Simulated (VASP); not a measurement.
Here is a VASP 6.6.1 calculation.

INCAR

```
SYSTEM = Tl2Ga
  ALGO = Normal
  EDIFF = 1E-7
  EDIFFG = -0.04
  ENCUT = 500
  GGA = PE
  GGA_COMPAT = .FALSE.
  IBRION = 2
  ISIF = 3
  ISMEAR = 0
  LASPH = .TRUE.
  LCHARG = .FALSE.
  LREAL = .FALSE.
  LWAVE = .FALSE.
  NELM = 120
  NELMIN = 4
  NSW = 90
  PREC = Accurate
  SIGMA = 0.1
```

KPOINTS

```
k-points
0
G
  4 4 4
  0 0 0
```

The input POSCAR:

```
Tl2Ga
1.0
    4.8262155284      0.0000000000      0.0000000000
    0.0000000000      4.8262155284      0.0000000000
    0.0000000000      0.0000000000      6.9478929370
Tl Ga
4 2
Direct
    0.0000000000      0.5000000000      0.2030000000
    0.0000000000      0.5000000000      0.7030000000
    0.5000000000      0.0000000000      0.2970000000
    0.5000000000      0.0000000000      0.7970000000
    0.0000000000      0.0000000000      0.0000000000
    0.5000000000      0.5000000000      0.5000000000
```

Potentials or basis: VASP PAW PBE potentials, release 64 (Tl_d, Ga_d).

The run is started by

```bash
$ cat potpaw_PBE.64/Tl_d/POTCAR potpaw_PBE.64/Ga_d/POTCAR > POTCAR
$ mpirun -np 1 vasp_std > vasp.out
```

**Question.** What does it give for the space group after relaxing (to 0.1 Å)?

**Answer.** P4_2/nmc (No. 137).

**Question.** Predict the relaxed cell.

**Answer.** a = 5.058 Å, b = 5.058 Å, c = 6.995 Å, α = 90.00°, β = 90.00°, γ = 90.00°.

**Question.** Estimate the band gap on the k mesh.

**Answer.** Zero (bands 39 and 40 overlap by 3.22 eV).

**Question.** What does it give for the relaxed volume?

**Answer.** 29.83 Å³/atom.

Forces in eV/Å, atoms in the order of the input:
```
Tl   0.000  0.000  0.023
Tl   0.000  0.000  0.023
Tl   0.000  0.000 -0.023
Tl   0.000  0.000 -0.023
Ga   0.000  0.000  0.000
Ga   0.000  0.000  0.000
```

Caveat: spin-orbit coupling is left out, which moves the levels of the heavy elements.
